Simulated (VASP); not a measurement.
Set up this calculation in VASP 6.6.1, as the native input.

```
Task                   : relaxation of shape and atoms at fixed volume
Functional             : PBEsol
Potentials or basis    : VASP PAW PBE potentials, release 64 (Zn)
Cutoff                 : 600 eV
k mesh                 : 18 × 18 × 8
Occupations            : gaussian, width 0.1 eV
Spin                   : no spin polarisation
Dipole correction      : no
Further INCAR settings : ALGO = Fast; EDIFF = 1e-06; IBRION = 2; EDIFFG = -0.01; NSW = 50; ISIF = 4
```

The structure of Zn lies in POSCAR:

```
Zn
1.0
    2.6463196431      0.0000000000      0.0000000000
   -1.3231598216      2.2917800375      0.0000000000
    0.0000000000      0.0000000000      5.1685033206
Zn
2
Direct
    0.3333333333      0.6666666667      0.2500000000
    0.6666666667      0.3333333333      0.7500000000
```

The input as run:

INCAR

```
SYSTEM = Zn
PREC = Accurate
ENCUT = 600
EDIFF = 1E-6
ISMEAR = 0
SIGMA = 0.1
LREAL = .False.
LASPH = .True.
NELM = 80
ALGO = Fast
ISIF = 4
LWAVE = .False.
LCHARG = .False.
GGA = PS
IBRION = 2
NSW = 50
EDIFFG = -0.01
```

KPOINTS

```
Automatic mesh
0
Gamma
  18 18 8
  0 0 0
```

Potentials or basis: VASP PAW PBE potentials, release 64 (Zn).

Command:

```sh
$ cat potpaw_PBE.64/Zn/POTCAR > POTCAR
$ mpirun -np 1 vasp_std > vasp.out
```

It gave:

- Energy gained by relaxing: 0.5 meV/atom
- Ionic steps: 4
- Pressure after relaxing: -5.6 GPa
- Band gap on the k mesh: zero (bands 12 and 13 overlap by 5.49 eV)

Caveat: the PAW data sets were made with another functional, which shifts forces and pressure a little.

Run time: 110 s on 1 thread of Intel(R) Xeon(R) Platinum 8488C (Sapphire Rapids), on a shared host, peak memory 0.23 GiB.
